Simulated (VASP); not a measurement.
# BaTiO3 in VASP: further runs, part 2 of 2

VASP 6.6.1.

## Step 4: Electric field gradients, PBE (zz strain of -3 %)

INCAR reads:

```
PREC = Accurate
ENCUT = 520
EDIFF = 1E-8
ISMEAR = -1
SIGMA = 0.03
LREAL = F
LASPH = T
NELM = 60
ALGO = Normal
ISIF = 2
LWAVE = F
LCHARG = F
GGA = PE
LEFG = T
NBANDS = 28
```

KPOINTS reads:

```
Automatic mesh
0
Gamma
  7 7 7
```

POSCAR reads:

```
BaTiO3
1.0
    3.9998000000      0.0000000000      0.0000000000
    0.0000000000      3.9998000000      0.0000000000
    0.0000000000      0.0000000000      3.8974600000
Ba Ti O
1 1 3
Direct
    0.0000000000      0.0000000000      0.0000000000
    0.5000000000      0.5000000000      0.5000000000
    0.5000000000      0.5000000000      0.0000000000
    0.5000000000      0.0000000000      0.5000000000
    0.0000000000      0.5000000000      0.5000000000
```

Potentials or basis: VASP PAW PBE potentials, release 64 (Ba_sv, Ti_sv, O).

The run is started by

```
$ cat potpaw_PBE.64/Ba_sv/POTCAR potpaw_PBE.64/Ti_sv/POTCAR potpaw_PBE.64/O/POTCAR > POTCAR
$ mpirun -np 1 vasp_std > vasp.out
```

OUTCAR:

```text
PREC = Accurate
   ENCUT = 520
   EDIFF = 1E-8
   ISMEAR = -1
   LREAL = F
   LASPH = T
   NELM = 60
   ISIF = 2
   GGA = PE

 ion  position               nearest neighbor table
   1  0.000  0.000  0.000-   4 2.79   5 2.79   4 2.79   5 2.79   5 2.79   5 2.79   4 2.79   4 2.79
                             3 2.83   3 2.83   3 2.83   3 2.83   2 3.43   2 3.43   2 3.43   2 3.43
   2  0.500  0.500  0.500-   3 1.95   3 1.95   5 2.00   4 2.00   4 2.00   5 2.00   1 3.43   1 3.43
                             1 3.43   1 3.43   1 3.43   1 3.43   1 3.43   1 3.43
   3  0.500  0.500  0.000-   2 1.95   2 1.95   1 2.83   1 2.83   1 2.83   1 2.83
   4  0.500  0.000  0.500-   2 2.00   2 2.00   1 2.79   1 2.79   1 2.79   1 2.79
   5  0.000  0.500  0.500-   2 2.00   2 2.00   1 2.79   1 2.79   1 2.79   1 2.79

  LATTYP: Found a simple tetragonal cell.
 ALAT       =     3.9998000000
 C/A-ratio  =     0.9744137207

  Lattice vectors:

 A1 = (   3.9998000000,   0.0000000000,   0.0000000000)
 A2 = (   0.0000000000,   3.9998000000,   0.0000000000)
 A3 = (   0.0000000000,   0.0000000000,   3.8974600000)

Analysis of symmetry for initial positions (statically):
=====================================================================
 Subroutine PRICEL returns:
 Original cell was already a primitive cell.
[... 956 lines left out ...]
    total drift:                                0.000000      0.000000     -0.000000

  FREE ENERGIE OF THE ION-ELECTRON SYSTEM (eV)
  ---------------------------------------------------
  free  energy   TOTEN  =       -39.8732752151 eV

  energy  without entropy=      -39.8732752151  energy(sigma->0) =      -39.87327522

 Electric field gradients (V/A^2)
---------------------------------------------------------------------
 ion       V_xx      V_yy      V_zz      V_xy      V_xz      V_yz
---------------------------------------------------------------------
   1       1.390     1.390    -2.780     0.000    -0.000     0.000
   2      12.086    12.086   -24.172     0.000    -0.000     0.000
   3      -7.005    -7.005    14.011     0.000     0.000     0.000
   4      -9.001    26.439   -17.438     0.000     0.000     0.000
   5      26.439    -9.001   -17.438     0.000    -0.000     0.000
---------------------------------------------------------------------

 Electric field gradients after diagonalization (V/A^2)
 (convention: |V_zz| > |V_xx| > |V_yy|)
----------------------------------------------------------------------
 ion       V_xx      V_yy      V_zz     asymmetry (V_yy - V_xx)/ V_zz
----------------------------------------------------------------------
   1       1.390     1.390    -2.780       0.000
   2      12.086    12.086   -24.172       0.000
   3      -7.005    -7.005    14.011       0.000
   4     -17.438    -9.001    26.439       0.319
   5     -17.438    -9.001    26.439       0.319
----------------------------------------------------------------------

           NMR quadrupolar parameters

 Cq : quadrupolar parameter    Cq=e*Q*V_zz/h
 eta: asymmetry parameters     (V_yy - V_xx)/ V_zz
 Q  : nuclear electric quadrupole moment in mb (millibarn)
----------------------------------------------------------------------
 ion       Cq(MHz)       eta       Q (mb)
----------------------------------------------------------------------
   1      -0.007       0.000       1.000
   2      -0.058       0.000       1.000
   3       0.034       0.000       1.000
   4       0.064       0.319       1.000
   5       0.064       0.319       1.000
----------------------------------------------------------------------
```

OSZICAR:

```text
N       E                     dE             d eps       ncg     rms          rms(c)
DAV:   1     0.432208041941E+03    0.43221E+03   -0.20999E+04  2248   0.156E+03
DAV:   2    -0.333193896345E+01   -0.43554E+03   -0.41235E+03  2500   0.429E+02
DAV:   3    -0.486170279094E+02   -0.45285E+02   -0.44800E+02  3116   0.134E+02
DAV:   4    -0.507007779360E+02   -0.20838E+01   -0.20795E+01  3392   0.249E+01
DAV:   5    -0.507646156347E+02   -0.63838E-01   -0.63826E-01  3008   0.344E+00    0.236E+01
DAV:   6    -0.400128451792E+02    0.10752E+02   -0.56054E+01  3192   0.675E+01    0.974E+00
DAV:   7    -0.399914873613E+02    0.21358E-01   -0.89393E+00  2928   0.218E+01    0.682E+00
DAV:   8    -0.398551345603E+02    0.13635E+00   -0.73237E-01  2760   0.774E+00    0.310E+00
DAV:   9    -0.398929571817E+02   -0.37823E-01   -0.23238E-01  3012   0.356E+00    0.130E+00
DAV:  10    -0.398735008803E+02    0.19456E-01   -0.93075E-02  2576   0.324E+00    0.236E-01
DAV:  11    -0.398733658248E+02    0.13506E-03   -0.46461E-03  2824   0.441E-01    0.797E-02
DAV:  12    -0.398733224483E+02    0.43377E-04   -0.31512E-04  3064   0.122E-01    0.459E-02
DAV:  13    -0.398732769073E+02    0.45541E-04   -0.33076E-04  2500   0.204E-01    0.203E-02
DAV:  14    -0.398732756530E+02    0.12543E-05   -0.34738E-05  2888   0.516E-02    0.659E-03
DAV:  15    -0.398732776652E+02   -0.20122E-05   -0.13703E-05  3196   0.336E-02    0.142E-02
DAV:  16    -0.398732750999E+02    0.25653E-05   -0.74918E-06  2968   0.275E-02    0.149E-03
DAV:  17    -0.398732752059E+02   -0.10601E-06   -0.48368E-07  2788   0.726E-03    0.184E-03
DAV:  18    -0.398732752151E+02   -0.91918E-08   -0.49903E-08  2728   0.213E-03
   1 F= -.39873275E+02 E0= -.39873275E+02  d E =-.195339E-12
```

stdout:

```text
POSCAR found type information on POSCAR BaTiO
 POSCAR found :  3 types and       5 ions
 scaLAPACK will be used
 LDA part: xc-table for (Slater+PW92), standard interpolation
 POSCAR, INCAR and KPOINTS ok, starting setup
 FFT: planning ... GRIDC
 FFT: planning ... GRID_SOFT
 FFT: planning ... GRID
 WAVECAR not read
 entering main loop
ion   1

ion   2

ion   3

ion   4

ion   5
```

Run time: 75 s. Hardware: 1 thread of Intel Xeon Platinum 8259CL at 2.50GHz (Skylake/Cascade Lake), shared host; peak memory 0.21 GiB.

What came out:

```
Free energy                             : -39.8733 eV
Pressure                                : 9.4 GPa
Band gap on the k mesh                  : 1.82 eV (least direct gap 1.86 eV)
Largest electric field gradient by atom : Ba -2.8; Ti -24.2; O +14.0, +26.4 (each value once) V/Å²
```

Stress tensor (GPa, compression positive):
```
 7.38  0.00  0.00
 0.00  7.38  0.00
 0.00  0.00 13.38
```

Electric field gradients, principal values (V/Å²):
| atom | least | middle | greatest (by size) |
| --- | --- | --- | --- |
| 1 Ba | 1.390 | 1.390 | -2.780 |
| 2 Ti | 12.086 | 12.086 | -24.172 |
| 3 O | -7.005 | -7.005 | 14.011 |
| 4 O | -9.001 | -17.438 | 26.439 |
| 5 O | -9.001 | -17.438 | 26.439 |

Caveat: the cell differs from its parent crystal (zz strain of -3 %); the cell stands under pressure; without QUAD_EFG the Cq values of the log hold for a quadrupole moment of 1 mb, not for the nuclei; spin-orbit coupling is left out, which moves the levels of the heavy elements; an odd mesh through Γ misses points on the zone boundary, where band edges can lie.

## Step 5: Electric field gradients, PBE (zz strain of -3 %)

INCAR reads:

```
SYSTEM = BaTiO3
  PREC = Accurate
  ENCUT = 520
  EDIFF = 1E-8
  ISMEAR = -1
  SIGMA = 0.03
  LREAL = .False.
  LASPH = .True.
  NELM = 60
  ALGO = Normal
  ISIF = 2
  LWAVE = .False.
  LCHARG = .False.
  GGA = PE
  LEFG = .True.
  NBANDS = 28
```

KPOINTS reads:

```
regular mesh
0
Gamma
  7 7 7
  0 0 0
```

POSCAR is that of step 4.

Potentials or basis: VASP PAW PBE potentials, release 64 (Ba_sv, Ti_sv, O).

The run is started by

```
$ cat potpaw_PBE.64/Ba_sv/POTCAR potpaw_PBE.64/Ti_sv/POTCAR potpaw_PBE.64/O/POTCAR > POTCAR
$ mpirun -np 1 vasp_std > vasp.out
```

OUTCAR:

```text
SYSTEM = BaTiO3
   PREC = Accurate
   ENCUT = 520
   EDIFF = 1E-8
   ISMEAR = -1
   LREAL = .False.
   LASPH = .True.
   NELM = 60
   ISIF = 2
   GGA = PE

 ion  position               nearest neighbor table
   1  0.000  0.000  0.000-   4 2.79   5 2.79   4 2.79   5 2.79   5 2.79   5 2.79   4 2.79   4 2.79
                             3 2.83   3 2.83   3 2.83   3 2.83   2 3.43   2 3.43   2 3.43   2 3.43
   2  0.500  0.500  0.500-   3 1.95   3 1.95   5 2.00   4 2.00   4 2.00   5 2.00   1 3.43   1 3.43
                             1 3.43   1 3.43   1 3.43   1 3.43   1 3.43   1 3.43
   3  0.500  0.500  0.000-   2 1.95   2 1.95   1 2.83   1 2.83   1 2.83   1 2.83
   4  0.500  0.000  0.500-   2 2.00   2 2.00   1 2.79   1 2.79   1 2.79   1 2.79
   5  0.000  0.500  0.500-   2 2.00   2 2.00   1 2.79   1 2.79   1 2.79   1 2.79

  LATTYP: Found a simple tetragonal cell.
[... 984 lines left out ...]
   4      -9.001    26.439   -17.438     0.000     0.000     0.000
   5      26.439    -9.001   -17.438     0.000    -0.000     0.000
---------------------------------------------------------------------

 Electric field gradients after diagonalization (V/A^2)
 (convention: |V_zz| > |V_xx| > |V_yy|)
----------------------------------------------------------------------
 ion       V_xx      V_yy      V_zz     asymmetry (V_yy - V_xx)/ V_zz
----------------------------------------------------------------------
   1       1.390     1.390    -2.780       0.000
   2      12.086    12.086   -24.172       0.000
   3      -7.005    -7.005    14.011       0.000
   4     -17.438    -9.001    26.439       0.319
   5     -17.438    -9.001    26.439       0.319
----------------------------------------------------------------------

           NMR quadrupolar parameters

 Cq : quadrupolar parameter    Cq=e*Q*V_zz/h
 eta: asymmetry parameters     (V_yy - V_xx)/ V_zz
 Q  : nuclear electric quadrupole moment in mb (millibarn)
----------------------------------------------------------------------
 ion       Cq(MHz)       eta       Q (mb)
----------------------------------------------------------------------
   1      -0.007       0.000       1.000
   2      -0.058       0.000       1.000
   3       0.034       0.000       1.000
   4       0.064       0.319       1.000
   5       0.064       0.319       1.000
----------------------------------------------------------------------
```

stdout:

```text
POSCAR found type information on POSCAR BaTiO
 POSCAR found :  3 types and       5 ions
 scaLAPACK will be used
 LDA part: xc-table for (Slater+PW92), standard interpolation
 POSCAR, INCAR and KPOINTS ok, starting setup
 FFT: planning ... GRIDC
 FFT: planning ... GRID_SOFT
 FFT: planning ... GRID
 WAVECAR not read
 entering main loop
ion   1

ion   2

ion   3

ion   4

ion   5
```

Run time: 83 s. Hardware: 1 thread of Intel Xeon Platinum 8259CL at 2.50GHz (Skylake/Cascade Lake), shared host; peak memory 0.21 GiB.

What came out:

- Free energy: -39.8733 eV
- Pressure: 9.4 GPa
- Band gap on the k mesh: 1.82 eV (least direct gap 1.86 eV)
- Largest electric field gradient by atom: Ba -2.8; Ti -24.2; O +14.0, +26.4 (each value once) V/Å²

Electric field gradients, principal values (V/Å²):
```
atom   least   middle  greatest (by size)
1 Ba   1.390    1.390              -2.780
2 Ti  12.086   12.086             -24.172
 3 O  -7.005   -7.005              14.011
 4 O  -9.001  -17.438              26.439
 5 O  -9.001  -17.438              26.439
```

Caveat: the cell differs from its parent crystal (zz strain of -3 %); the cell stands under pressure; without QUAD_EFG the Cq values of the log hold for a quadrupole moment of 1 mb, not for the nuclei; spin-orbit coupling is left out, which moves the levels of the heavy elements; an odd mesh through Γ misses points on the zone boundary, where band edges can lie.

## Step 6: Summary

| cell | gap on the mesh (eV) | pressure (GPa) |
| --- | --- | --- |
| a = 4.000, b = 4.000, c = 4.018 Å, angles 90.6°, 5 atoms | 1.75 | 3.5 |
| a = 4.000, b = 4.000, c = 4.018 Å, angles 88.8°, 5 atoms | 1.74 | 3.6 |
| a = 4.000, b = 4.000, c = 3.897 Å, 5 atoms | 1.82 | 9.4 |

Alike in all rows: task electric field gradients; level PBE; potentials or basis VASP PAW PBE potentials, release 64 (Ba_sv, Ti_sv, O); no spin polarisation; k mesh 7 × 7 × 7; cutoff (eV) 520; smearing fermi-dirac 0.03 eV.

Caveats: the cell stands under pressure; spin-orbit coupling is left out, which moves the levels of the heavy elements; an odd mesh through Γ misses points on the zone boundary, where band edges can lie.

Total energies depend on the potentials used, so only differences within one code and one set of settings carry meaning.
